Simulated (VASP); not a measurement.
# Nb (Fm-3m) in VASP: notebook, part 2 of 2

VASP 6.6.1. The steps go on from the part before.

### Step 3. Single point, PBE

This run uses another cell than the first one, of 16.28 Å³/atom.

Contents of INCAR:

```
PREC = Accurate
ENCUT = 520
EDIFF = 1E-6
ISMEAR = -1
SIGMA = 0.1
LREAL = False
LASPH = True
NELM = 100
ALGO = Normal
ISIF = 2
LWAVE = False
LCHARG = False
GGA = PE
NBANDS = 12
```

Contents of KPOINTS:

```
Automatic mesh
0
Gamma
  19 19 19
```

Contents of POSCAR:

```
Nb
1.0
    0.0000000000      2.0115575120      2.0115575120
    2.0115575120      0.0000000000      2.0115575120
    2.0115575120      2.0115575120      0.0000000000
Nb
1
Direct
    0.0000000000      0.0000000000      0.0000000000
```

Potentials or basis: VASP PAW PBE potentials, release 64 (Nb_sv).

Command:

```console
$ cat potpaw_PBE.64/Nb_sv/POTCAR > POTCAR
$ mpirun -np 1 vasp_std > vasp.out
```

OUTCAR:

```text
PREC = Accurate
   ENCUT = 520
   EDIFF = 1E-6
   ISMEAR = -1
   LREAL = False
   LASPH = True
   NELM = 100
   ISIF = 2
   GGA = PE

 ion  position               nearest neighbor table
   1  0.000  0.000  0.000-

  LATTYP: Found a face centered cubic cell.
 ALAT       =     4.0231150240

  Lattice vectors:

 A1 = (   0.0000000000,   2.0115575120,   2.0115575120)
 A2 = (   2.0115575120,   0.0000000000,   2.0115575120)
 A3 = (   2.0115575120,   2.0115575120,   0.0000000000)

Analysis of symmetry for initial positions (statically):
=====================================================================
 Subroutine PRICEL returns:
 Original cell was already a primitive cell.

 Routine SETGRP: Setting up the symmetry group for a
 face centered cubic supercell.

 Subroutine GETGRP returns: Found 48 space group operations
 (whereof 48 operations were pure point group operations)
 out of a pool of 48 trial point group operations.

The static configuration has the point symmetry O_h .

Analysis of symmetry for dynamics (positions and initial velocities):
=====================================================================
 Subroutine PRICEL returns:
 Original cell was already a primitive cell.

 Routine SETGRP: Setting up the symmetry group for a
 face centered cubic supercell.

 Subroutine GETGRP returns: Found 48 space group operations
 (whereof 48 operations were pure point group operations)
 out of a pool of 48 trial point group operations.

The dynamic configuration has the point symmetry O_h .

 Subroutine INISYM returns: Found 48 space group operations
 (whereof 48 operations are pure point group operations),
 and found     1 'primitive' translations

----------------------------------------------------------------------------------------

[... 114 lines left out ...]
   LORBIT       =      0    0 simple, 1 ext, 2 COOP (PROOUT), +10 PAW based schemes
   GGA     = PE    functional components
   LHFCALC =     F    Hartree Fock is set to
   AEXX    =    0.0000 exact exchange contribution
   IVDW    =     0    specifies the selected vdW correction
   LEPSILON=     F    determine dielectric tensor
   LRPA    =     F    only Hartree local field effects (RPA)
 non-spin polarized calculation
  energy-cutoff  :      520.00
  volume of cell :       16.28
 maximum number of plane-waves:       452
 NGX is ok and might be reduce to    24
   NGX = 11   NGY = 11   NGZ = 11

 number of electron      13.0000001 magnetization

 Free energy of the ion-electron system (eV)
  ---------------------------------------------------
  ext. energy  EPLUGINS =         0.00000000
  ---------------------------------------------------
  free energy    TOTEN  =        -9.71211530 eV

  energy without entropy =       -9.66622375  energy(sigma->0) =       -9.68916952

 E-fermi :  13.0785     XC(G=0): -13.0331

 val. band max:       13.0780499504   @ k =  -0.3684   0.3158   0.0000
 cond. band min:      13.0997680688   @ k =  -0.4737   0.1053   0.0526
 fundamental gap:      0.0217181185
 Fermi energy:        13.0785332704

 k-point     1 :       0.0000    0.0000    0.0000
  band No.  band energies     occupation
      1     -41.6144      2.00000
      2     -16.6662      2.00000
      3     -16.6662      2.00000
      4     -16.6662      2.00000
      5       6.5497      2.00000
      6      13.0478      1.15233
      7      13.0478      1.15233
      8      13.0478      1.15233
      9      16.2029      0.00000
     10      16.2029      0.00000
     11      25.0036      0.00000
     12      30.4349      0.00000
[... 331 lines left out ...]
 k-point    24 :      -0.2632    0.0526    0.0000
  band No.  band energies     occupation
      1     -41.4071      2.00000
      2     -17.8067      2.00000
      3     -16.8672      2.00000
      4     -16.7878      2.00000
      5       8.7841      2.00000
      6      12.3436      1.99872
      7      13.3278      0.15274
      8      13.4615      0.04250
      9      16.0660      0.00000
     10      17.1143      0.00000
     11      25.5756      0.00000
     12      29.9111      0.00000

 [... further k-points ...]

------------------------ aborting loop because EDIFF is reached ----------------------------------------

  FORCE on cell =-STRESS in cart. coord.  units (eV):
  Direction    XX          YY          ZZ          XY          YZ          ZX
  --------------------------------------------------------------------------------------
  -------------------------------------------------------------------------------------
  Total        3.0110093      3.0110093      3.0110093      0.0000000      0.0000000      0.0000000
  in kB      296.3434428    296.3434428    296.3434428      0.0000000      0.0000000      0.0000000
  external PRESSURE =     296.3434428 kB  Pullay stress =       0.0000000 kB

 VOLUME and BASIS-vectors are now :
 -----------------------------------------------------------------------------
  energy-cutoff  :      520.00
  volume of cell :       16.28
      direct lattice vectors                 reciprocal lattice vectors
     0.000000000  2.011557512  2.011557512    -0.248563612  0.248563612  0.248563612
     2.011557512  0.000000000  2.011557512     0.248563612 -0.248563612  0.248563612
     2.011557512  2.011557512  0.000000000     0.248563612  0.248563612 -0.248563612

 POSITION                                       TOTAL-FORCE (eV/Angst)
 -----------------------------------------------------------------------------------
      0.00000      0.00000      0.00000         0.000000      0.000000      0.000000
 -----------------------------------------------------------------------------------
    total drift:                                0.000000      0.000000     -0.000000

  FREE ENERGIE OF THE ION-ELECTRON SYSTEM (eV)
  ---------------------------------------------------
  free  energy   TOTEN  =        -9.7121152958 eV

  energy  without entropy=       -9.6662237494  energy(sigma->0) =       -9.68916952
```

OSZICAR:

```text
N       E                     dE             d eps       ncg     rms          rms(c)
DAV:   1     0.120355981318E+03    0.12036E+03   -0.73222E+03  5296   0.109E+03
DAV:   2    -0.519205309173E+01   -0.12555E+03   -0.12109E+03  5644   0.397E+02
DAV:   3    -0.972774926513E+01   -0.45357E+01   -0.43423E+01  7612   0.667E+01
DAV:   4    -0.100238336276E+02   -0.29608E+00   -0.29344E+00  7412   0.151E+01
DAV:   5    -0.100358269877E+02   -0.11993E-01   -0.11981E-01  7716   0.246E+00    0.812E+00
DAV:   6    -0.973603389040E+01    0.29979E+00   -0.49435E-01  8364   0.919E+00    0.305E+00
DAV:   7    -0.970509444112E+01    0.30939E-01   -0.17491E-01  8664   0.548E+00    0.984E-01
DAV:   8    -0.971203126848E+01   -0.69368E-02   -0.14733E-02  6124   0.165E+00    0.377E-02
DAV:   9    -0.971210050989E+01   -0.69241E-04   -0.10596E-03  7968   0.275E-01    0.555E-02
DAV:  10    -0.971212365216E+01   -0.23142E-04   -0.43858E-05  6624   0.842E-02    0.268E-02
DAV:  11    -0.971211546182E+01    0.81903E-05   -0.12515E-05  6852   0.629E-02    0.630E-03
DAV:  12    -0.971211529579E+01    0.16603E-06   -0.48316E-07  4116   0.742E-03
   1 F= -.97121153E+01 E0= -.96891695E+01  d E =-.458915E-01
```

It took 54 s on 1 thread of Intel Xeon 8259CL, shared host; peak memory 0.17 GiB.

What came out:

| Item | Value |
| --- | --- |
| Free energy | -9.7121 eV |
| Pressure | 29.6 GPa |
| Band gap on the k mesh | zero (an odd number of electrons rules out a gap without spin polarisation) |

Levels at points of the mesh, in eV from the Fermi level:
```csv
k point,band 2,band 3,band 4,band 5,band 6,band 7,band 8,band 9,band 10,band 11
"(0.00, 0.00, 0.00)",-29.74,-29.74,-29.74,-6.53,-0.03,-0.03,-0.03,3.12,3.12,11.93
```

Caveat: the cell stands under pressure.

### Step 4. Single point, PBE

This run uses another cell than the first one, of 17.34 Å³/atom.

Contents of INCAR:

```
SYSTEM = Nb
  PREC = Accurate
  ENCUT = 520
  EDIFF = 1E-6
  ISMEAR = -1
  SIGMA = 0.1
  LREAL = .FALSE.
  LASPH = .TRUE.
  NELM = 80
  ALGO = Normal
  ISIF = 2
  LWAVE = .FALSE.
  LCHARG = .TRUE.
  GGA = PE
  LELF = .TRUE.
  LVHAR = .TRUE.
  NBANDS = 12
```

Contents of KPOINTS:

```
Automatic mesh
0
G
  19 19 19
  0 0 0
```

Contents of POSCAR:

```
Nb
1.0
    0.0000000000      2.0543381890      2.0543381890
    2.0543381890      0.0000000000      2.0543381890
    2.0543381890      2.0543381890      0.0000000000
Nb
1
Direct
    0.0000000000      0.0000000000      0.0000000000
```

Potentials or basis: VASP PAW PBE potentials, release 64 (Nb_sv).

Command:

```console
$ cat potpaw_PBE.64/Nb_sv/POTCAR > POTCAR
$ mpirun -np 1 vasp_std > vasp.out
```

OUTCAR:

```text
SYSTEM = Nb
   PREC = Accurate
   ENCUT = 520
   EDIFF = 1E-6
   ISMEAR = -1
   LREAL = .FALSE.
   LASPH = .TRUE.
   NELM = 80
   ISIF = 2
   GGA = PE

 ion  position               nearest neighbor table
   1  0.000  0.000  0.000-

  LATTYP: Found a face centered cubic cell.
 ALAT       =     4.1086763780

  Lattice vectors:

 A1 = (   0.0000000000,   2.0543381890,   2.0543381890)
 A2 = (   2.0543381890,   0.0000000000,   2.0543381890)
 A3 = (   2.0543381890,   2.0543381890,   0.0000000000)

Analysis of symmetry for initial positions (statically):
=====================================================================
 Subroutine PRICEL returns:
 Original cell was already a primitive cell.

 Routine SETGRP: Setting up the symmetry group for a
 face centered cubic supercell.

 Subroutine GETGRP returns: Found 48 space group operations
 (whereof 48 operations were pure point group operations)
 out of a pool of 48 trial point group operations.

The static configuration has the point symmetry O_h .

Analysis of symmetry for dynamics (positions and initial velocities):
=====================================================================
 Subroutine PRICEL returns:
 Original cell was already a primitive cell.

 Routine SETGRP: Setting up the symmetry group for a
 face centered cubic supercell.

 Subroutine GETGRP returns: Found 48 space group operations
 (whereof 48 operations were pure point group operations)
 out of a pool of 48 trial point group operations.

The dynamic configuration has the point symmetry O_h .

 Subroutine INISYM returns: Found 48 space group operations
 (whereof 48 operations are pure point group operations),
 and found     1 'primitive' translations

----------------------------------------------------------------------------------------

                                     Primitive cell

  volume of cell :      17.3399

[... 111 lines left out ...]
   GGA     = PE    functional components
   LHFCALC =     F    Hartree Fock is set to
   AEXX    =    0.0000 exact exchange contribution
   IVDW    =     0    specifies the selected vdW correction
   LEPSILON=     F    determine dielectric tensor
   LRPA    =     F    only Hartree local field effects (RPA)
 non-spin polarized calculation
  energy-cutoff  :      520.00
  volume of cell :       17.34
 maximum number of plane-waves:       486
 NGX is ok and might be reduce to    24
   NGX = 11   NGY = 11   NGZ = 11

 number of electron      12.9999999 magnetization

 Free energy of the ion-electron system (eV)
  ---------------------------------------------------
  ext. energy  EPLUGINS =         0.00000000
  ---------------------------------------------------
  free energy    TOTEN  =        -9.85737343 eV

  energy without entropy =       -9.81008878  energy(sigma->0) =       -9.83373110

 E-fermi :  12.1121     XC(G=0): -12.6997

 val. band max:       12.0877007245   @ k =  -0.4737   0.2105   0.0526
 cond. band min:      12.1154899883   @ k =   0.3158   0.1579   0.0000
 fundamental gap:      0.0277892638
 Fermi energy:        12.1120720581

 k-point     1 :       0.0000    0.0000    0.0000
  band No.  band energies     occupation
      1     -42.6094      2.00000
      2     -17.8302      2.00000
      3     -17.8302      2.00000
      4     -17.8302      2.00000
      5       5.6994      2.00000
      6      12.1490      0.81723
      7      12.1490      0.81722
      8      12.1490      0.81722
      9      15.0443      0.00000
     10      15.0443      0.00000
     11      23.9992      0.00000
     12      29.1341      0.00000
[... 331 lines left out ...]
 k-point    24 :      -0.2632    0.0526    0.0000
  band No.  band energies     occupation
      1     -42.4476      2.00000
      2     -18.7665      2.00000
      3     -17.9964      2.00000
      4     -17.9317      2.00000
      5       7.9063      2.00000
      6      11.3790      1.99869
      7      12.4120      0.09494
      8      12.5405      0.02718
      9      14.9393      0.00000
     10      15.8869      0.00000
     11      24.4253      0.00000
     12      28.1822      0.00000

 [... further k-points ...]

------------------------ aborting loop because EDIFF is reached ----------------------------------------

  FORCE on cell =-STRESS in cart. coord.  units (eV):
  Direction    XX          YY          ZZ          XY          YZ          ZX
  --------------------------------------------------------------------------------------
  -------------------------------------------------------------------------------------
  Total        1.5850488      1.5850488      1.5850488     -0.0000000      0.0000000     -0.0000000
  in kB      146.4560824    146.4560824    146.4560824     -0.0000000      0.0000000     -0.0000000
  external PRESSURE =     146.4560824 kB  Pullay stress =       0.0000000 kB

 VOLUME and BASIS-vectors are now :
 -----------------------------------------------------------------------------
  energy-cutoff  :      520.00
  volume of cell :       17.34
      direct lattice vectors                 reciprocal lattice vectors
     0.000000000  2.054338189  2.054338189    -0.243387385  0.243387385  0.243387385
     2.054338189  0.000000000  2.054338189     0.243387385 -0.243387385  0.243387385
     2.054338189  2.054338189  0.000000000     0.243387385  0.243387385 -0.243387385

 POSITION                                       TOTAL-FORCE (eV/Angst)
 -----------------------------------------------------------------------------------
      0.00000      0.00000      0.00000        -0.000000      0.000000      0.000000
 -----------------------------------------------------------------------------------
    total drift:                                0.000000      0.000000     -0.000000

  FREE ENERGIE OF THE ION-ELECTRON SYSTEM (eV)
  ---------------------------------------------------
  free  energy   TOTEN  =        -9.8573734250 eV

  energy  without entropy=       -9.8100887754  energy(sigma->0) =       -9.83373110
```

OSZICAR:

```text
N       E                     dE             d eps       ncg     rms          rms(c)
DAV:   1     0.118099959527E+03    0.11810E+03   -0.73293E+03  5336   0.109E+03
DAV:   2    -0.524277958511E+01   -0.12334E+03   -0.11890E+03  5668   0.390E+02
DAV:   3    -0.990790458376E+01   -0.46651E+01   -0.44312E+01  7600   0.670E+01
DAV:   4    -0.102313815102E+02   -0.32348E+00   -0.32146E+00  7508   0.157E+01
DAV:   5    -0.102420863346E+02   -0.10705E-01   -0.10699E-01  7672   0.238E+00    0.738E+00
DAV:   6    -0.989171983270E+01    0.35037E+00   -0.56014E-01  8380   0.959E+00    0.269E+00
DAV:   7    -0.985144959668E+01    0.40270E-01   -0.18763E-01  8668   0.554E+00    0.993E-01
DAV:   8    -0.985729793061E+01   -0.58483E-02   -0.13761E-02  6248   0.157E+00    0.355E-02
DAV:   9    -0.985735893351E+01   -0.61003E-04   -0.97968E-04  8652   0.292E-01    0.483E-02
DAV:  10    -0.985737974341E+01   -0.20810E-04   -0.25335E-05  6460   0.681E-02    0.203E-02
DAV:  11    -0.985737352866E+01    0.62148E-05   -0.10030E-05  6804   0.561E-02    0.385E-03
DAV:  12    -0.985737342502E+01    0.10364E-06   -0.48418E-07  4052   0.598E-03
   1 F= -.98573734E+01 E0= -.98337311E+01  d E =-.472846E-01
```

Run time: 56 s. Hardware: 1 thread of Intel Xeon 8259CL, shared host; peak memory 0.17 GiB.

What came out:

```yaml
Free_energy: -9.8574 eV
Pressure: 14.6 GPa
Band_gap_on_the_k_mesh: zero (an odd number of electrons rules out a gap without spin polarisation)
```

Levels at points of the mesh, in eV from the Fermi level:
```csv
k point,band 4,band 5,band 6,band 7,band 8,band 9
"(0.00, 0.00, 0.00)",-29.94,-6.41,0.04,0.04,0.04,2.93
```

Caveat: the cell stands under pressure.

### Step 5. Single point, PBE

This run uses another cell than the first one, of 18.78 Å³/atom.

Contents of INCAR:

```
SYSTEM = Nb
ALGO = Normal
EDIFF = 1E-7
ENCUT = 520
GGA = PE
ISIF = 2
ISMEAR = -1
LASPH = .True.
LCHARG = .True.
LELF = .True.
LREAL = .False.
LVHAR = .True.
LWAVE = .False.
NBANDS = 12
NELM = 100
PREC = Accurate
SIGMA = 0.1
```

Contents of KPOINTS:

```
k-points
0
Gamma
  19 19 19
  0 0 0
```

Contents of POSCAR:

```
Nb
1.0
    0.0000000000      2.1096775717      2.1096775717
    2.1096775717      0.0000000000      2.1096775717
    2.1096775717      2.1096775717      0.0000000000
Nb
1
Direct
    0.0000000000      0.0000000000      0.0000000000
```

Command:

```console
$ cat potpaw_PBE.64/Nb_sv/POTCAR > POTCAR
$ mpirun -np 1 vasp_std > vasp.out
```

It took 61 s on 1 thread of Intel Xeon 8259CL, shared host; peak memory 0.17 GiB.

It converged, with:

| Item | Value |
| --- | --- |
| Free energy | -9.9186 eV |
| Pressure | -0.3 GPa |
| Band gap on the k mesh | zero (an odd number of electrons rules out a gap without spin polarisation) |

Levels at points of the mesh, in eV from the Fermi level:
```tsv
k point	band 2	band 3	band 4	band 5	band 6	band 7	band 8	band 9	band 10	band 11
(0.00, 0.00, 0.00)	-30.19	-30.19	-30.19	-6.23	0.10	0.10	0.10	2.69	2.69	11.81
```

### Step 6. Relaxation of cell and atoms, PBE

This run uses another cell than the first one, of 18.92 Å³/atom.

Contents of INCAR:

```
SYSTEM = Nb
  ALGO = Normal
  EDIFF = 1E-6
  EDIFFG = -0.03
  ENCUT = 600
  GGA = PE
  IBRION = 2
  ISIF = 3
  ISMEAR = -1
  LASPH = .True.
  LCHARG = .False.
  LREAL = .False.
  LWAVE = .False.
  NELM = 80
  NSW = 80
  PREC = Accurate
  SIGMA = 0.1
```

KPOINTS is that of step 5.

Contents of POSCAR:

```
Nb
1.0
    0.0000000000      2.1150000000      2.1150000000
    2.1150000000      0.0000000000      2.1150000000
    2.1150000000      2.1150000000      0.0000000000
Nb
1
Direct
    0.0000000000      0.0000000000      0.0000000000
```

Potentials or basis: VASP PAW PBE potentials, release 64 (Nb_sv).

Command:

```console
$ cat potpaw_PBE.64/Nb_sv/POTCAR > POTCAR
$ mpirun -np 1 vasp_std > vasp.out
```

Run time: 1.9 min. Hardware: 1 thread of Intel Xeon 8259CL, shared host; peak memory 0.19 GiB.

The run converged. Its results:

```yaml
Free_energy: -9.9186 eV
Relaxed_volume: 18.74 Å³/atom
Relaxed_cell: a = 2.982 Å, b = 2.982 Å, c = 2.982 Å, α = 60.00°, β = 60.00°, γ = 60.00°
Space_group_after_relaxing_to_0.1_Å: Fm-3m (No. 225)
Energy_gained_by_relaxing: 0.9 meV/atom
Ionic_steps: 3
Pressure_after_relaxing: 0.0 GPa
Band_gap_on_the_k_mesh: zero (an odd number of electrons rules out a gap without spin polarisation)
```

The path:
```tsv
step	energy change (eV)	largest force (eV/Å)	pressure (GPa)	volume (Å³)
1	0.0000	0.0000	-1.53	18.92
2	0.0018	0.0000	2.83	18.43
3	-0.0009	0.0000	0.00	18.74
```

Final structure:
```
CELL_PARAMETERS angstrom
0.00000 2.10828 2.10828
2.10828 0.00000 2.10828
2.10828 2.10828 0.00000
ATOMIC_POSITIONS crystal
Nb 0.00000 0.00000 0.00000
```

Levels at points of the mesh, in eV from the Fermi level:
| k point | band 4 | band 5 | band 6 | band 7 | band 8 | band 9 |
| --- | --- | --- | --- | --- | --- | --- |
| (0.00, 0.00, 0.00) | -30.18 | -6.24 | 0.10 | 0.10 | 0.10 | 2.70 |

### Step 7. The runs side by side

```tsv
task	cell	cutoff (eV)	gap on the mesh (eV)	pressure (GPa)
single point	a = 2.795 Å, angles 60.0°, 1 atom	520	none	44.6
single point	a = 2.845 Å, angles 60.0°, 1 atom	520	none	29.6
single point	a = 2.905 Å, angles 60.0°, 1 atom	520	none	14.6
single point	a = 2.984 Å, angles 60.0°, 1 atom	520	none	-0.3
relaxation of cell and atoms	relaxed from a = 2.991 Å, angles 60.0°, 1 atom	600	none	0.0
```

Alike in all rows: level PBE; potentials or basis VASP PAW PBE potentials, release 64 (Nb_sv); no spin polarisation; k mesh 19 × 19 × 19; smearing fermi-dirac 0.1 eV.

Caveats: the cell stands under pressure (at least some runs).

Total energies depend on the potentials used, so only differences within one code and one set of settings carry meaning.
